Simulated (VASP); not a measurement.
Cd8H: single point with PBE

Cd8H:

```
Cd H
1.0
     0.00000    4.54448    4.54448
     4.54448    0.00000    4.54448
     4.54448    4.54448    0.00000
Cd H
8 1
Direct
  0.00000 0.00000 0.00000
  0.99640 0.99640 0.50360
  0.99640 0.50360 0.99640
  0.99640 0.50360 0.50360
  0.50360 0.99640 0.99640
  0.50360 0.99640 0.50360
  0.50360 0.50360 0.99640
  0.50000 0.50000 0.50000
  0.25000 0.25000 0.25000
```

```yaml
Program: VASP 6.6.1
Task: single point
Functional: PBE
Potentials_or_basis: VASP PAW PBE potentials, release 64 (Cd, H)
Cutoff: 520 eV
k_mesh: 4 × 4 × 4
Occupations: gaussian, width 0.1 eV
Spin: no spin polarisation
```

```
Pressure : 0.3 GPa
```

Levels at points of the mesh, in eV from the Fermi level:
```csv
k point,band 45,band 46,band 47,band 48,band 49,band 50,band 51,band 52
"(0.00, 0.00, 0.00)",-2.04,-1.52,-1.52,-1.52,-1.42,-0.71,-0.71,-0.71
"(0.50, 0.00, 0.00)",-2.37,-2.37,-2.36,-2.36,0.51,1.56,1.68,1.68
"(0.50, 0.50, 0.00)",-3.91,-3.85,0.60,1.65,1.71,1.86,1.86,2.03
```

Run time: 66 s on 1 thread of Intel(R) Xeon(R) Platinum 8488C (Sapphire Rapids), with other jobs on the host, peak memory 0.34 GiB.
